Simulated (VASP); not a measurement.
# Ru (Pm-3m) in VASP: a series of runs

The runs below take Ru through single point, with LDA.

All numbers are computed with VASP 6.6.1; they aren't measurements. Logs are shortened: lines on timing, memory, paths and dates and some standing lists are left out, and cuts for length are marked.

### 1 The cell of the first run

The structure is cubic, space group Pm-3m (No. 221). Conventional cell: a = 1.888 Å, b = 1.888 Å, c = 1.888 Å, α = 90.00°, β = 90.00°, γ = 90.00°. Within 2.5 Å of Ru (site symmetry m-3m) lie 6 Ru at 1.89 Å.

### 2 Single point, LDA

Input file INCAR:

```
SYSTEM = Ru
  PREC = Accurate
  ENCUT = 520
  EDIFF = 1E-7
  ISMEAR = -1
  SIGMA = 0.1
  LREAL = .FALSE.
  LASPH = .TRUE.
  NELM = 100
  ALGO = Normal
  ISIF = 2
  LWAVE = .FALSE.
  LCHARG = .TRUE.
  GGA = CA
  LELF = .TRUE.
  LVHAR = .TRUE.
  NBANDS = 13
```

Input file KPOINTS:

```
regular mesh
0
G
  17 17 17
  0 0 0
```

Input file POSCAR:

```
Ru
1.0
    1.8884285369      0.0000000000      0.0000000000
    0.0000000000      1.8884285369      0.0000000000
    0.0000000000      0.0000000000      1.8884285369
Ru
1
Direct
    0.0000000000      0.0000000000      0.0000000000
```

Potentials or basis: VASP PAW LDA potentials, release 64 (Ru_pv).

Command:

```bash
$ cat potpaw_LDA.64/Ru_pv/POTCAR > POTCAR
$ mpirun -np 1 vasp_std > vasp.out
```

OUTCAR:

```text
SYSTEM = Ru
   PREC = Accurate
   ENCUT = 520
   EDIFF = 1E-7
   ISMEAR = -1
   LREAL = .FALSE.
   LASPH = .TRUE.
   NELM = 100
   ISIF = 2
   GGA = CA

 ion  position               nearest neighbor table
   1  0.000  0.000  0.000-

  LATTYP: Found a simple cubic cell.
 ALAT       =     1.8884285369

  Lattice vectors:

 A1 = (   1.8884285369,   0.0000000000,   0.0000000000)
 A2 = (   0.0000000000,   1.8884285369,   0.0000000000)
 A3 = (   0.0000000000,   0.0000000000,   1.8884285369)

Analysis of symmetry for initial positions (statically):
=====================================================================
 Subroutine PRICEL returns:
 Original cell was already a primitive cell.

 Routine SETGRP: Setting up the symmetry group for a
 simple cubic supercell.

 Subroutine GETGRP returns: Found 48 space group operations
 (whereof 48 operations were pure point group operations)
 out of a pool of 48 trial point group operations.

The static configuration has the point symmetry O_h .

Analysis of symmetry for dynamics (positions and initial velocities):
=====================================================================
 Subroutine PRICEL returns:
 Original cell was already a primitive cell.

 Routine SETGRP: Setting up the symmetry group for a
 simple cubic supercell.

 Subroutine GETGRP returns: Found 48 space group operations
 (whereof 48 operations were pure point group operations)
 out of a pool of 48 trial point group operations.

The dynamic configuration has the point symmetry O_h .

 Subroutine INISYM returns: Found 48 space group operations
 (whereof 48 operations are pure point group operations),
 and found     1 'primitive' translations

----------------------------------------------------------------------------------------

                                     Primitive cell

  volume of cell :       6.7344

  direct lattice vectors                    reciprocal lattice vectors
     1.888428537  0.000000000  0.000000000     0.529540822  0.000000000  0.000000000
     0.000000000  1.888428537  0.000000000     0.000000000  0.529540822  0.000000000
     0.000000000  0.000000000  1.888428537     0.000000000  0.000000000  0.529540822

  length of vectors
     1.888428537  1.888428537  1.888428537     0.529540822  0.529540822  0.529540822

  position of ions in fractional coordinates (direct lattice)
     0.000000000  0.000000000  0.000000000

  ion indices of the primitive-cell ions
   primitive index   ion index
                 1           1

----------------------------------------------------------------------------------------

 KPOINTS: regular mesh

Automatic generation of k-mesh.
 Grid dimensions read from file:
 generate k-points for:   17   17   17

 Generating k-lattice:

  Cartesian coordinates                     Fractional coordinates (reciprocal lattice)
     0.031149460  0.000000000  0.000000000     0.058823529  0.000000000  0.000000000
     0.000000000  0.031149460  0.000000000     0.000000000  0.058823529  0.000000000
     0.000000000  0.000000000  0.031149460     0.000000000  0.000000000  0.058823529

  Length of vectors
     0.031149460  0.031149460  0.031149460

  Shift w.r.t. Gamma in fractional coordinates (k-lattice)
     0.000000000  0.000000000  0.000000000

 Subroutine IBZKPT returns following result:
 ===========================================

 Found    165 irreducible k-points:

 Following reciprocal coordinates:
            Coordinates               Weight
  0.000000  0.000000  0.000000      1.000000
  0.058824  0.000000  0.000000      6.000000
  0.117647  0.000000  0.000000      6.000000
  0.176471  0.000000  0.000000      6.000000
  0.235294  0.000000  0.000000      6.000000
  0.294118  0.000000  0.000000      6.000000
[... 16 lines left out ...]
  0.411765  0.117647  0.000000     24.000000
  0.470588  0.117647  0.000000     24.000000
 [... further k-points ...]
   k-points           NKPTS =    165   k-points in BZ     NKDIM =    165   number of bands    NBANDS=     13
   number of dos      NEDOS =    301   number of ions     NIONS =      1
   total plane-waves  NPLWV =   2744
   dimension x,y,z NGX =    14 NGY =   14 NGZ =   14
   dimension x,y,z NGXF=    28 NGYF=   28 NGZF=   28
   ions per type =               1
   NGX,Y,Z   is equivalent  to a cutoff of  12.32, 12.32, 12.32 a.u.
   NGXF,Y,Z  is equivalent  to a cutoff of  24.65, 24.65, 24.65 a.u.
 SYSTEM =  Ru
   PREC   = accura    normal or accurate (medium, high low for compatibility)
   ISTART =      0    job   : 0-new  1-cont  2-samecut
   ICHARG =      2    charge: 1-file 2-atom 10-const
   ISPIN  =      1    spin polarized calculation?
   LNONCOLLINEAR =      F non collinear calculations
   LSORBIT =      F    spin-orbit coupling
   LASPH  =      T    aspherical Exc in radial PAW
   ENCUT  =  520.0 eV  38.22 Ry    6.18 a.u.   3.51  3.51  3.51*2*pi/ulx,y,z
   NELM   =    100;   NELMIN=  2; NELMDL= -5     # of ELM steps
   EDIFF  = 0.1E-06   stopping-criterion for ELM
   LREAL  =      F    real-space projection
   EDIFFG = 0.1E-05   stopping-criterion for IOM
   NSW    =      0    number of steps for IOM
   IBRION =     -1    ionic relax: 0-MD 1-quasi-New 2-CG
   NFREE  =      0    steps in history (QN), initial steepest desc. (CG)
   ISIF   =      2    stress and relaxation
   ISYM   =      2    0-nonsym 1-usesym 2-fastsym
   POTIM  = 0.5000    time-step for ionic-motion
   TEBEG  =    0.0;   TEEND  =   0.0 temperature during run
   PSTRESS=    0.0 pullay stress
   NELECT =      14.0000    total number of electrons
   NUPDOWN=      -1.0000    fix difference up-down
   EMIN   =  10.00;   EMAX   =-10.00  energy-range for DOS
   EFERMI =   0.00;   METHOD = LEGACY
   ISMEAR =    -1;   SIGMA  =   0.10  broadening in eV -4-tet -1-fermi 0-gaus
   EFERMI_NEDOS =   21; number of points for ismear=-14 and -15
   IALGO  =     38    algorithm
   IMIX   =      4    mixing-type and parameters
     AMIX     =   0.40;   BMIX     =  1.00
     AMIX_MAG =   1.60;   BMIX_MAG =  1.00
  volume/ion in A,a.u.               =       6.73        45.45
  Fermi-wavevector in a.u.,A,eV,Ry     =   2.089378  3.948351 59.396222  4.365499
  Thomas-Fermi vector in A             =   3.082211
   LORBIT       =      0    0 simple, 1 ext, 2 COOP (PROOUT), +10 PAW based schemes
   GGA     = CA    functional components
   LHFCALC =     F    Hartree Fock is set to
   AEXX    =    0.0000 exact exchange contribution
   IVDW    =     0    specifies the selected vdW correction
   LEPSILON=     F    determine dielectric tensor
   LRPA    =     F    only Hartree local field effects (RPA)
 non-spin polarized calculation
  energy-cutoff  :      520.00
  volume of cell :        6.73
 maximum number of plane-waves:       191
 NGX is ok and might be reduce to    14
   NGX =  7   NGY =  7   NGZ =  7

 number of electron      14.0000014 magnetization

 Free energy of the ion-electron system (eV)
  ---------------------------------------------------
  ext. energy  EPLUGINS =         0.00000000
  ---------------------------------------------------
  free energy    TOTEN  =         6.55963784 eV

  energy without entropy =        6.57665735  energy(sigma->0) =        6.56814759

 E-fermi :  31.3634     XC(G=0): -18.9019

 val. band max:       31.3125956195   @ k =   0.3529   0.2941   0.2941
 cond. band min:      31.3720154759   @ k =   0.2941   0.1176   0.0000
 fundamental gap:      0.0594198564
 Fermi energy:        31.3634255423

 k-point     1 :       0.0000    0.0000    0.0000
  band No.  band energies     occupation
      1     -11.7653      2.00000
      2     -11.7653      2.00000
      3     -11.7653      2.00000
      4      15.3553      2.00000
      5      15.3553      2.00000
      6      20.3217      2.00000
      7      36.7226      0.00000
      8      36.7226      0.00000
      9      36.7226      0.00000
     10      40.9074      0.00000
     11      55.4585      0.00000
     12      55.4585      0.00000
     13      55.4585      0.00000

 k-point     2 :       0.0588    0.0000    0.0000
  band No.  band energies     occupation
      1     -12.2215      2.00000
      2     -11.7275      2.00000
      3     -11.7275      2.00000
      4      15.4250      2.00000
      5      15.8266      2.00000
      6      20.5975      2.00000
      7      36.1838      0.00000
      8      36.1838      0.00000
      9      36.7598      0.00000
     10      40.9030      0.00000
     11      54.4272      0.00000
     12      56.0220      0.00000
     13      56.0220      0.00000

 k-point     3 :       0.1176    0.0000    0.0000
  band No.  band energies     occupation
      1     -13.4464      2.00000
      2     -11.6183      2.00000
      3     -11.6183      2.00000
      4      15.6285      2.00000
      5      16.9678      2.00000
      6      21.5376      2.00000
      7      34.8048      0.00000
      8      34.8048      0.00000
      9      36.8674      0.00000
     10      40.8909      0.00000
     11      52.1323      0.00000
     12      57.4102      0.00000
     13      57.4102      0.00000

 k-point     4 :       0.1765    0.0000    0.0000
  band No.  band energies     occupation
      1     -15.1238      2.00000
      2     -11.4499      2.00000
      3     -11.4499      2.00000
      4      15.9489      2.00000
      5      18.2127      2.00000
      6      23.3285      2.00000
      7      33.0323      0.00000
      8      33.0323      0.00000
      9      37.0333      0.00000
     10      40.8734      0.00000
     11      49.6120      0.00000
     12      54.7942      0.00000
     13      59.0675      0.00000

 k-point     5 :       0.2353    0.0000    0.0000
  band No.  band energies     occupation
      1     -16.9393      2.00000
      2     -11.2422      2.00000
      3     -11.2422      2.00000
      4      16.3565      2.00000
      5      19.3003      2.00000
      6      25.7527      2.00000
      7      31.2173      1.62359
      8      31.2173      1.62359
      9      37.2382      0.00000
     10      40.8538      0.00000
     11      47.4850      0.00000
     12      51.6333      0.00000
     13      60.6564      0.00000

 k-point     6 :       0.2941    0.0000    0.0000
  band No.  band energies     occupation
      1     -18.6487      2.00000
      2     -11.0213      2.00000
      3     -11.0213      2.00000
      4      16.8066      2.00000
      5      20.3069      2.00000
      6      28.1301      2.00000
      7      29.5780      2.00000
      8      29.5780      2.00000
      9      37.4561      0.00000
     10      40.8346      0.00000
     11      46.3041      0.00000
     12      48.9763      0.00000
     13      62.1020      0.00000

 k-point     7 :       0.3529    0.0000    0.0000
  band No.  band energies     occupation
      1     -20.0751      2.00000
      2     -10.8173      2.00000
      3     -10.8173      2.00000
      4      17.2401      2.00000
      5      21.2838      2.00000
      6      28.2496      2.00000
      7      28.2496      2.00000
      8      29.6940      2.00000
      9      37.6575      0.00000
     10      40.8184      0.00000
     11      46.6667      0.00000
     12      46.8862      0.00000
     13      63.3961      0.00000
[... 193 lines left out ...]
 k-point    20 :       0.2353    0.1176    0.0000
  band No.  band energies     occupation
      1     -16.7521      2.00000
      2     -12.8649      2.00000
      3     -11.0994      2.00000
      4      17.4226      2.00000
      5      20.7785      2.00000
      6      24.7576      2.00000
      7      30.6036      1.99900
      8      31.4083      0.77925
      9      35.4791      0.00000
     10      40.8363      0.00000
     11      48.5818      0.00000
     12      53.6708      0.00000
     13      56.7911      0.00000

 k-point    21 :       0.2941    0.1176    0.0000
  band No.  band energies     occupation
      1     -18.4516      2.00000
      2     -12.6176      2.00000
      3     -10.8804      2.00000
      4      17.9059      2.00000
      5      21.6217      2.00000
      6      25.0092      2.00000
      7      29.7928      2.00000
      8      31.3720      0.95708
      9      35.7335      0.00000
     10      40.8174      0.00000
     11      47.0338      0.00000
     12      51.3619      0.00000
     13      57.9317      0.00000

 k-point    22 :       0.3529    0.1176    0.0000
  band No.  band energies     occupation
      1     -19.8705      2.00000
      2     -12.3881      2.00000
      3     -10.6781      2.00000
      4      18.3641      2.00000
      5      22.2183      2.00000
      6      24.4934      2.00000
      7      28.4789      2.00000
      8      32.7782      0.00000
      9      35.9733      0.00000
     10      40.8015      0.00000
     11      46.7666      0.00000
     12      49.5280      0.00000
     13      59.1045      0.00000

 k-point    23 :       0.4118    0.1176    0.0000
  band No.  band energies     occupation
      1     -20.8841      2.00000
      2     -12.2106      2.00000
      3     -10.5225      2.00000
      4      18.7297      2.00000
      5      22.3937      2.00000
      6      24.2444      2.00000
      7      27.5566      2.00000
      8      33.5036      0.00000
      9      36.1601      0.00000
     10      40.7895      0.00000
     11      47.4422      0.00000
     12      48.8655      0.00000
     13      60.2437      0.00000

 k-point    24 :       0.4706    0.1176    0.0000
  band No.  band energies     occupation
      1     -21.4112      2.00000
      2     -12.1137      2.00000
      3     -10.4377      2.00000
      4      18.9351      2.00000
      5      22.2805      2.00000
      6      24.3343      2.00000
      7      27.0818      2.00000
      8      33.6191      0.00000
      9      36.2624      0.00000
     10      40.7831      0.00000
     11      47.1365      0.00000
     12      50.2421      0.00000
     13      61.3620      0.00000

 [... further k-points ...]
[... 5 lines left out ...]
  --------------------------------------------------------------------------------------
  -------------------------------------------------------------------------------------
  Total       52.7314431     52.7314431     52.7314431      0.0000000      0.0000000     -0.0000000
  in kB    12545.2284912  12545.2284912  12545.2284912      0.0000000      0.0000000     -0.0000000
  external PRESSURE =   12545.2284912 kB  Pullay stress =       0.0000000 kB

 VOLUME and BASIS-vectors are now :
 -----------------------------------------------------------------------------
  energy-cutoff  :      520.00
  volume of cell :        6.73
      direct lattice vectors                 reciprocal lattice vectors
     1.888428537  0.000000000  0.000000000     0.529540822  0.000000000  0.000000000
     0.000000000  1.888428537  0.000000000     0.000000000  0.529540822  0.000000000
     0.000000000  0.000000000  1.888428537     0.000000000  0.000000000  0.529540822

 POSITION                                       TOTAL-FORCE (eV/Angst)
 -----------------------------------------------------------------------------------
      0.00000      0.00000      0.00000         0.000000      0.000000      0.000000
 -----------------------------------------------------------------------------------
    total drift:                               -0.000000     -0.000000     -0.000000

  FREE ENERGIE OF THE ION-ELECTRON SYSTEM (eV)
  ---------------------------------------------------
  free  energy   TOTEN  =         6.5596378374 eV

  energy  without entropy=        6.5766573478  energy(sigma->0) =        6.56814759
```

Wall time 11 s (1 thread of Intel Xeon 8259CL, shared host); peak memory 0.12 GiB.

The run converged, but its numbers aren't listed here, since they failed a check.

(Part 1 of 2 ends here.)
